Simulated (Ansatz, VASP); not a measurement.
BaTiO3 in VASP and in Ansatz

```
Ba Ti O
1.0
     4.11392    0.00000    0.00000
     0.00000    4.11392    0.00000
     0.00000    0.00000    3.91584
Ba Ti O
1 1 3
Direct
  0.00000 0.00000 0.00000
  0.50000 0.50000 0.50000
  0.50000 0.50000 0.00000
  0.50000 0.00000 0.50000
  0.00000 0.50000 0.50000
```

Change from the starting cell: epitaxial_xy strain +3.0%.

Alike in both runs: task single point; functional PBE; k mesh 6 × 6 × 6; occupations fermi-dirac, width 0.02 eV; no spin polarisation.

|  | VASP | Ansatz |
| --- | --- | --- |
| version | VASP 6.6.1 | Ansatz 0.2.0 |
| potentials or method | VASP PAW PBE potentials, release 64 (Ba_sv, Ti_sv, O) | plane waves, PAW |
| plane-wave cutoff (eV) | 520 | 420 |
| valence electrons in the cell | 40 | 40 |

|  | VASP | Ansatz | Ansatz less VASP |
| --- | --- | --- | --- |
| gap on the k mesh at the Fermi level (eV) | 1.58 | 1.64 | +0.060 |
| pressure (GPa) | -1.1 | -2.7 | -1.58 |
| traceless stress, the component that is largest in VASP (GPa) | 5.99 | 5.79 | -0.196 |

Neither program's run includes spin-orbit coupling.
